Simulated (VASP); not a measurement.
# SnTe (Fm-3m) in VASP: notebook

SnTe is run at these levels: PBEsol+D4, PBE; tasks: relaxation of cell and atoms, single point.

All numbers are computed with VASP 6.6.1; they aren't measurements. Logs are shortened: lines on timing, memory, paths and dates and some standing lists are left out, and cuts for length are marked.

### Step 1. The cell of the first run

Symmetry: Fm-3m, No. 225, cubic system. The conventional cell has a = 6.302 Å, b = 6.302 Å, c = 6.302 Å, α = 90.00°, β = 90.00°, γ = 90.00°. Te (site symmetry m-3m) has 6 Sn at 3.15 Å within 4.1 Å. Within 4.1 Å of Sn (site symmetry m-3m) lie 6 Te at 3.15 Å.

### Step 2. Relaxation of cell and atoms, PBEsol+D4

Input file INCAR:

```
  PREC = Accurate
  ENCUT = 600
  EDIFF = 1E-6
  ISMEAR = -1
  SIGMA = 0.05
  LREAL = False
  LASPH = True
  NELM = 100
  ALGO = Normal
  ISIF = 3
  LWAVE = False
  LCHARG = False
  GGA = PS
  IVDW = 13
  IBRION = 2
  NSW = 60
  EDIFFG = -0.01
```

Input file KPOINTS:

```
Automatic mesh
0
Gamma
  7 7 7
```

Input file POSCAR:

```
SnTe
1.0
    0.0000000000      3.1508500000      3.1508500000
    3.1508500000      0.0000000000      3.1508500000
    3.1508500000      3.1508500000      0.0000000000
Te Sn
1 1
Direct
    0.5000000000      0.5000000000      0.5000000000
    0.0000000000      0.0000000000      0.0000000000
```

Potentials or basis: VASP PAW PBE potentials, release 64 (Te, Sn_d).

Launch:

```console
> cat potpaw_PBE.64/Te/POTCAR potpaw_PBE.64/Sn_d/POTCAR > POTCAR
> mpirun -np 1 vasp_std > vasp.out
```

OUTCAR:

```text
PREC = Accurate
   ENCUT = 600
   EDIFF = 1E-6
   ISMEAR = -1
   LREAL = False
   LASPH = True
   NELM = 100
   ISIF = 3
   GGA = PS
   IVDW = 13
   IBRION = 2
   NSW = 60
   EDIFFG = -0.01

 ion  position               nearest neighbor table
   1  0.500  0.500  0.500-   2 3.15   2 3.15   2 3.15   2 3.15   2 3.15   2 3.15
   2  0.000  0.000  0.000-   1 3.15   1 3.15   1 3.15   1 3.15   1 3.15   1 3.15

  LATTYP: Found a face centered cubic cell.
 ALAT       =     6.3017000000

  Lattice vectors:

 A1 = (   0.0000000000,   3.1508500000,   3.1508500000)
 A2 = (   3.1508500000,   0.0000000000,   3.1508500000)
 A3 = (   3.1508500000,   3.1508500000,   0.0000000000)

Analysis of symmetry for initial positions (statically):
[... 33 lines left out ...]
                                     Primitive cell

  volume of cell :      62.5624

  direct lattice vectors                    reciprocal lattice vectors
     0.000000000  3.150850000  3.150850000    -0.158687338  0.158687338  0.158687338
     3.150850000  0.000000000  3.150850000     0.158687338 -0.158687338  0.158687338
     3.150850000  3.150850000  0.000000000     0.158687338  0.158687338 -0.158687338

  length of vectors
     4.455974803  4.455974803  4.455974803     0.274854533  0.274854533  0.274854533

  position of ions in fractional coordinates (direct lattice)
     0.500000000  0.500000000  0.500000000
     0.000000000  0.000000000  0.000000000

  ion indices of the primitive-cell ions
   primitive index   ion index
                 1           1
                 2           2

----------------------------------------------------------------------------------------

 KPOINTS: Automatic mesh

Automatic generation of k-mesh.
 Grid dimensions read from file:
 generate k-points for:    7    7    7

 Generating k-lattice:

  Cartesian coordinates                     Fractional coordinates (reciprocal lattice)
    -0.022669620  0.022669620  0.022669620     0.142857143  0.000000000  0.000000000
     0.022669620 -0.022669620  0.022669620     0.000000000  0.142857143  0.000000000
     0.022669620  0.022669620 -0.022669620     0.000000000  0.000000000  0.142857143

  Length of vectors
     0.039264933  0.039264933  0.039264933

  Shift w.r.t. Gamma in fractional coordinates (k-lattice)
     0.000000000  0.000000000  0.000000000

 Subroutine IBZKPT returns following result:
 ===========================================

 Found     20 irreducible k-points:

 Following reciprocal coordinates:
            Coordinates               Weight
  0.000000  0.000000  0.000000      1.000000
  0.142857  0.000000  0.000000      8.000000
  0.285714  0.000000  0.000000      8.000000
  0.428571  0.000000  0.000000      8.000000
  0.142857  0.142857  0.000000      6.000000
  0.285714  0.142857  0.000000     24.000000
[... 12 lines left out ...]
 -0.428571  0.428571  0.142857     24.000000
 -0.285714  0.428571  0.142857     24.000000
   k-points           NKPTS =     20   k-points in BZ     NKDIM =     20   number of bands    NBANDS=     14
   number of dos      NEDOS =    301   number of ions     NIONS =      2
   total plane-waves  NPLWV =  46656
   dimension x,y,z NGX =    36 NGY =   36 NGZ =   36
   dimension x,y,z NGXF=    72 NGYF=   72 NGZF=   72
   ions per type =               1   1
   NGX,Y,Z   is equivalent  to a cutoff of  13.43, 13.43, 13.43 a.u.
   NGXF,Y,Z  is equivalent  to a cutoff of  26.86, 26.86, 26.86 a.u.
 SYSTEM =  unknown system
   PREC   = accura    normal or accurate (medium, high low for compatibility)
   ISTART =      0    job   : 0-new  1-cont  2-samecut
   ICHARG =      2    charge: 1-file 2-atom 10-const
   ISPIN  =      1    spin polarized calculation?
   LNONCOLLINEAR =      F non collinear calculations
   LSORBIT =      F    spin-orbit coupling
   LASPH  =      T    aspherical Exc in radial PAW
   ENCUT  =  600.0 eV  44.10 Ry    6.64 a.u.   8.90  8.90  8.90*2*pi/ulx,y,z
   NELM   =    100;   NELMIN=  2; NELMDL= -5     # of ELM steps
   EDIFF  = 0.1E-05   stopping-criterion for ELM
   LREAL  =      F    real-space projection
   EDIFFG = -.1E-01   stopping-criterion for IOM
   NSW    =     60    number of steps for IOM
   IBRION =      2    ionic relax: 0-MD 1-quasi-New 2-CG
   NFREE  =      1    steps in history (QN), initial steepest desc. (CG)
   ISIF   =      3    stress and relaxation
   ISYM   =      2    0-nonsym 1-usesym 2-fastsym
   POTIM  = 0.5000    time-step for ionic-motion
   TEBEG  =    0.0;   TEEND  =   0.0 temperature during run
   PSTRESS=    0.0 pullay stress
   NELECT =      20.0000    total number of electrons
   NUPDOWN=      -1.0000    fix difference up-down
   EMIN   =  10.00;   EMAX   =-10.00  energy-range for DOS
   EFERMI =   0.00;   METHOD = LEGACY
   ISMEAR =    -1;   SIGMA  =   0.05  broadening in eV -4-tet -1-fermi 0-gaus
   EFERMI_NEDOS =   21; number of points for ismear=-14 and -15
   IALGO  =     38    algorithm
   IMIX   =      4    mixing-type and parameters
     AMIX     =   0.40;   BMIX     =  1.00
     AMIX_MAG =   1.60;   BMIX_MAG =  1.00
  volume/ion in A,a.u.               =      31.28       211.10
  Fermi-wavevector in a.u.,A,eV,Ry     =   1.119387  2.115336 17.048485  1.253028
  Thomas-Fermi vector in A             =   2.256026
   LORBIT       =      0    0 simple, 1 ext, 2 COOP (PROOUT), +10 PAW based schemes
   GGA     = PS    functional components
   LHFCALC =     F    Hartree Fock is set to
   AEXX    =    0.0000 exact exchange contribution
   IVDW    =    13    specifies the selected vdW correction
   LEPSILON=     F    determine dielectric tensor
   LRPA    =     F    only Hartree local field effects (RPA)
 conjugate gradient relaxation of ions
 non-spin polarized calculation
  energy-cutoff  :      600.00
  volume of cell :       62.56
 maximum number of plane-waves:      2106
   NGX = 17   NGY = 17   NGZ = 17

--------------------------------------- Ionic step        1  -------------------------------------------

 number of electron      19.9999998 magnetization

 Free energy of the ion-electron system (eV)
  ---------------------------------------------------
  ext. energy  EPLUGINS =         0.00000000
  ---------------------------------------------------
  free energy    TOTEN  =        -8.34476829 eV

  energy without entropy =       -8.34469802  energy(sigma->0) =       -8.34473315

------------------------ aborting loop because EDIFF is reached ----------------------------------------

  DFT-D4 for vdW energy calculation

  Edisp (eV):   -0.50597

  FORCE on cell =-STRESS in cart. coord.  units (eV):
  Direction    XX          YY          ZZ          XY          YZ          ZX
  --------------------------------------------------------------------------------------
  -------------------------------------------------------------------------------------
  Total      -0.61909    -0.61909    -0.61909     0.00000     0.00000     0.00000
  in kB     -15.85452   -15.85452   -15.85452     0.00000     0.00000     0.00000
  external pressure =      -15.85 kB  Pullay stress =        0.00 kB

 VOLUME and BASIS-vectors are now :
 -----------------------------------------------------------------------------
  energy-cutoff  :      600.00
  volume of cell :       62.56
      direct lattice vectors                 reciprocal lattice vectors
     0.000000000  3.150850000  3.150850000    -0.158687338  0.158687338  0.158687338
     3.150850000  0.000000000  3.150850000     0.158687338 -0.158687338  0.158687338
     3.150850000  3.150850000  0.000000000     0.158687338  0.158687338 -0.158687338
[... 41 lines left out ...]
 POSITION                                       TOTAL-FORCE (eV/Angst)
 -----------------------------------------------------------------------------------
      3.10380      3.10380      3.10380        -0.000000      0.000000      0.000000
      6.20759      3.10380      3.10380         0.000000     -0.000000     -0.000000
 -----------------------------------------------------------------------------------
    total drift:                                0.000000      0.000000      0.000000

  FREE ENERGIE OF THE ION-ELECTRON SYSTEM (eV)
  ---------------------------------------------------
  free  energy   TOTEN  =        -8.8598758730 eV

  energy  without entropy=       -8.8597821544  energy(sigma->0) =       -8.85982901

--------------------------------------- Ionic step        3  -------------------------------------------

 number of electron      19.9999997 magnetization

 Free energy of the ion-electron system (eV)
  ---------------------------------------------------
  ext. energy  EPLUGINS =         0.00000000
  ---------------------------------------------------
  free energy    TOTEN  =        -8.33903796 eV

  energy without entropy =       -8.33895405  energy(sigma->0) =       -8.33899601

 E-fermi :   7.2764     XC(G=0):  -9.8050

 val. band max:        6.9657127209   @ k =   0.4286   0.0000   0.0000
 cond. band min:       7.6444692069   @ k =   0.4286   0.0000   0.0000
 fundamental gap:      0.6787564860
 Fermi energy:         7.2764019404

 k-point     1 :       0.0000    0.0000    0.0000
  band No.  band energies     occupation
      1     -14.5720      2.00000
      2     -14.5720      2.00000
      3     -14.5627      2.00000
      4     -14.5627      2.00000
      5     -14.5627      2.00000
      6      -5.8499      2.00000
      7       2.6512      2.00000
      8       5.0007      2.00000
      9       5.0007      2.00000
     10       5.0007      2.00000
     11      10.6318      0.00000
     12      10.6318      0.00000
     13      10.6318      0.00000
     14      11.8841      0.00000

 k-point     2 :       0.1429    0.0000    0.0000
  band No.  band energies     occupation
      1     -14.5729      2.00000
      2     -14.5729      2.00000
      3     -14.5623      2.00000
      4     -14.5614      2.00000
      5     -14.5614      2.00000
      6      -5.6695      2.00000
      7       1.6642      2.00000
      8       5.0309      2.00000
      9       5.0309      2.00000
     10       5.6845      2.00000
[... 334 lines left out ...]
 POSITION                                       TOTAL-FORCE (eV/Angst)
 -----------------------------------------------------------------------------------
      3.11585      3.11585      3.11585         0.000000      0.000000      0.000000
      0.00000      0.00000      0.00000        -0.000000      0.000000     -0.000000
 -----------------------------------------------------------------------------------
    total drift:                               -0.000000      0.000000      0.000000

  FREE ENERGIE OF THE ION-ELECTRON SYSTEM (eV)
  ---------------------------------------------------
  free  energy   TOTEN  =        -8.8611301503 eV

  energy  without entropy=       -8.8610462416  energy(sigma->0) =       -8.86108820

 reached required accuracy - stopping structural energy minimisation
```

Run time: 90 s. Hardware: 1 thread of Intel Xeon 8259CL, shared host; peak memory 0.22 GiB.

What came out:

```yaml
Free_energy: -8.8611 eV
Relaxed_volume: 30.25 Å³/atom
Relaxed_cell: a = 4.406 Å, b = 4.406 Å, c = 4.406 Å, α = 60.00°, β = 60.00°, γ = 60.00°
Space_group_after_relaxing_to_0.05_Å: Fm-3m (No. 225)
Energy_gained_by_relaxing: 5.2 meV/atom
Ionic_steps: 3
Pressure_after_relaxing: 0.0 GPa
Dispersion_energy_per_atom: -0.261 eV
```

The path:
```tsv
step	energy change (eV)	largest force (eV/Å)	pressure (GPa)	volume (Å³)
1	0.0000	0.0000	-1.59	62.56
2	-0.0091	0.0000	0.59	59.80
3	-0.0104	0.0000	0.00	60.50
```

Final structure:
```
Te Sn
1.0
     0.00000    3.11585    3.11585
     3.11585    0.00000    3.11585
     3.11585    3.11585    0.00000
Te Sn
1 1
Direct
  0.50000 0.50000 0.50000
  0.00000 0.00000 0.00000
```

Caveat: this odd mesh misses L, where the gap lies, so gap, dielectric constants and Born charges aren't listed; the PAW data sets were made with another functional, which shifts forces and pressure a little; spin-orbit coupling is left out, which moves the levels of the heavy elements.

### Step 3. Single point, PBE

Input file INCAR:

```
PREC = Accurate
ENCUT = 500
EDIFF = 1E-6
ISMEAR = 0
SIGMA = 0.026000000000000002
LREAL = False
LASPH = True
NELM = 120
ALGO = Normal
ISIF = 2
LWAVE = False
LCHARG = False
GGA = PE
NBANDS = 17
GGA_COMPAT = False
```

Input file KPOINTS:

```
regular mesh
0
Gamma
  7 7 7
```

POSCAR is that of step 2.

Potentials or basis: VASP PAW PBE potentials, release 64 (Te, Sn_d).

Launch:

```console
> cat potpaw_PBE.64/Te/POTCAR potpaw_PBE.64/Sn_d/POTCAR > POTCAR
> mpirun -np 1 vasp_std > vasp.out
```

OUTCAR:

```text
PREC = Accurate
   ENCUT = 500
   EDIFF = 1E-6
   ISMEAR = 0
   LREAL = False
   LASPH = True
   NELM = 120
   ISIF = 2
   GGA = PE

 ion  position               nearest neighbor table
   1  0.500  0.500  0.500-   2 3.15   2 3.15   2 3.15   2 3.15   2 3.15   2 3.15
   2  0.000  0.000  0.000-   1 3.15   1 3.15   1 3.15   1 3.15   1 3.15   1 3.15

  LATTYP: Found a face centered cubic cell.
 ALAT       =     6.3017000000

  Lattice vectors:

 A1 = (   0.0000000000,   3.1508500000,   3.1508500000)
 A2 = (   3.1508500000,   0.0000000000,   3.1508500000)
 A3 = (   3.1508500000,   3.1508500000,   0.0000000000)

Analysis of symmetry for initial positions (statically):
[... 33 lines left out ...]
                                     Primitive cell

  volume of cell :      62.5624

  direct lattice vectors                    reciprocal lattice vectors
     0.000000000  3.150850000  3.150850000    -0.158687338  0.158687338  0.158687338
     3.150850000  0.000000000  3.150850000     0.158687338 -0.158687338  0.158687338
     3.150850000  3.150850000  0.000000000     0.158687338  0.158687338 -0.158687338

  length of vectors
     4.455974803  4.455974803  4.455974803     0.274854533  0.274854533  0.274854533

[... 120 lines left out ...]

  energy without entropy =       -7.54731055  energy(sigma->0) =       -7.54731055

 E-fermi :   6.9208     XC(G=0):  -9.4969

 val. band max:        6.7137948605   @ k =   0.4286   0.0000   0.0000
 cond. band min:       7.3753921505   @ k =   0.4286   0.0000   0.0000
 fundamental gap:      0.6615972900
 Fermi energy:         6.9208370278

 k-point     1 :       0.0000    0.0000    0.0000
  band No.  band energies     occupation
      1     -14.9459      2.00000
      2     -14.9459      2.00000
      3     -14.9399      2.00000
      4     -14.9399      2.00000
      5     -14.9399      2.00000
      6      -5.8511      2.00000
[... 377 lines left out ...]
      4     -14.9348      2.00000
      5     -14.9296      2.00000
      6      -4.2149      2.00000
[... 9 lines left out ...]
     16      16.7522      0.00000
     17      17.3797      0.00000

------------------------ aborting loop because EDIFF is reached ----------------------------------------

  FORCE on cell =-STRESS in cart. coord.  units (eV):
  Direction    XX          YY          ZZ          XY          YZ          ZX
  --------------------------------------------------------------------------------------
  -------------------------------------------------------------------------------------
  Total        0.8475865      0.8475865      0.8475865      0.0000000      0.0000000      0.0000000
  in kB       21.7060811     21.7060811     21.7060811      0.0000000      0.0000000      0.0000000
  external PRESSURE =      21.7060811 kB  Pullay stress =       0.0000000 kB

 VOLUME and BASIS-vectors are now :
 -----------------------------------------------------------------------------
  energy-cutoff  :      500.00
  volume of cell :       62.56
      direct lattice vectors                 reciprocal lattice vectors
     0.000000000  3.150850000  3.150850000    -0.158687338  0.158687338  0.158687338
     3.150850000  0.000000000  3.150850000     0.158687338 -0.158687338  0.158687338
     3.150850000  3.150850000  0.000000000     0.158687338  0.158687338 -0.158687338

 POSITION                                       TOTAL-FORCE (eV/Angst)
 -----------------------------------------------------------------------------------
      3.15085      3.15085      3.15085         0.000000      0.000000     -0.000000
      0.00000      0.00000      0.00000        -0.000000     -0.000000      0.000000
 -----------------------------------------------------------------------------------
    total drift:                                0.000000     -0.000000     -0.000000

  FREE ENERGIE OF THE ION-ELECTRON SYSTEM (eV)
  ---------------------------------------------------
  free  energy   TOTEN  =        -7.5473105487 eV

  energy  without entropy=       -7.5473105487  energy(sigma->0) =       -7.54731055
```

OSZICAR:

```text
N       E                     dE             d eps       ncg     rms          rms(c)
DAV:   1     0.122125649549E+03    0.12213E+03   -0.93214E+03   688   0.129E+03
DAV:   2     0.377695450152E+01   -0.11835E+03   -0.11551E+03   728   0.327E+02
DAV:   3    -0.727096928296E+01   -0.11048E+02   -0.10980E+02   851   0.868E+01
DAV:   4    -0.758375719394E+01   -0.31279E+00   -0.31262E+00   790   0.151E+01
DAV:   5    -0.759606640695E+01   -0.12309E-01   -0.12309E-01   993   0.296E+00    0.475E+00
DAV:   6    -0.754558272357E+01    0.50484E-01   -0.11800E-01   884   0.228E+00    0.299E+00
DAV:   7    -0.754706102221E+01   -0.14783E-02   -0.49757E-02   781   0.109E+00    0.789E-01
DAV:   8    -0.754719890642E+01   -0.13788E-03   -0.71276E-03   868   0.664E-01    0.178E-01
DAV:   9    -0.754731877129E+01   -0.11986E-03   -0.62946E-04   966   0.243E-01    0.408E-02
DAV:  10    -0.754730642753E+01    0.12344E-04   -0.11066E-04   893   0.915E-02    0.151E-02
DAV:  11    -0.754731103394E+01   -0.46064E-05   -0.40324E-05   844   0.504E-02    0.246E-02
DAV:  12    -0.754731054873E+01    0.48521E-06   -0.30696E-06   793   0.135E-02
   1 F= -.75473105E+01 E0= -.75473105E+01  d E =-.987976E-31
```

stdout:

```text
POSCAR found type information on POSCAR TeSn
 POSCAR found :  2 types and       2 ions
 scaLAPACK will be used
 LDA part: xc-table for (Slater+PW92), standard interpolation
 POSCAR, INCAR and KPOINTS ok, starting setup
 FFT: planning ... GRIDC
 FFT: planning ... GRID_SOFT
 FFT: planning ... GRID
 WAVECAR not read
 entering main loop
```

Wall time 9.1 s (1 thread of Intel Xeon Platinum 8559C (Emerald Rapids), shared host); peak memory 0.18 GiB.

Results:

```yaml
Free_energy: -7.5473 eV
Pressure: 2.2 GPa
```

Caveat: this odd mesh misses L, where the gap lies, so gap, dielectric constants and Born charges aren't listed; spin-orbit coupling is left out, which moves the levels of the heavy elements.

### Step 4. Single point, PBE

Input file INCAR:

```
  ALGO = Normal
  EDIFF = 1E-6
  ENCUT = 500
  GGA = PE
  GGA_COMPAT = F
  ISIF = 2
  ISMEAR = 0
  LASPH = T
  LCHARG = T
  LELF = T
  LREAL = F
  LVHAR = T
  LWAVE = F
  NBANDS = 17
  NELM = 120
  PREC = Accurate
  SIGMA = 0.027000000000000003
```

Input file KPOINTS:

```
k-points
0
Gamma
  7 7 7
```

POSCAR is that of step 3.

Launch:

```console
> cat potpaw_PBE.64/Te/POTCAR potpaw_PBE.64/Sn_d/POTCAR > POTCAR
> mpirun -np 1 vasp_std > vasp.out
```

It took 10 s on 1 thread of Intel Xeon Platinum 8559C (Emerald Rapids), shared host; peak memory 0.17 GiB.

The run converged. Its results:

| Item | Value |
| --- | --- |
| Free energy | -7.5473 eV |
| Pressure | 2.2 GPa |

Levels at points of the mesh, in eV from the Fermi level:
| k point | band 7 | band 8 | band 9 | band 10 | band 11 | band 12 | band 13 | band 14 |
| --- | --- | --- | --- | --- | --- | --- | --- | --- |
| (0.00, 0.00, 0.00) | -4.64 | -2.11 | -2.11 | -2.11 | 3.39 | 3.39 | 3.39 | 4.79 |

Caveat: this odd mesh misses L, where the gap lies, so gap, dielectric constants and Born charges aren't listed; spin-orbit coupling is left out, which moves the levels of the heavy elements.

### Step 5. Overview

| task | level | cell | cutoff (eV) | smearing | pressure (GPa) |
| --- | --- | --- | --- | --- | --- |
| relaxation of cell and atoms | PBEsol+D4 | relaxed | 600 | fermi-dirac 0.05 eV | 0.0 |
| single point | PBE | as given | 500 | gaussian 0.026 eV | 2.2 |
| single point | PBE | as given | 500 | gaussian 0.027 eV | 2.2 |

Alike in all rows: potentials or basis VASP PAW PBE potentials, release 64 (Te, Sn_d); no spin polarisation; k mesh 7 × 7 × 7.

Caveats: spin-orbit coupling is left out, which moves the levels of the heavy elements; the PAW data sets were made with another functional, which shifts forces and pressure a little (some runs).

Total energies depend on the potentials used, so only differences within one code and one set of settings carry meaning.
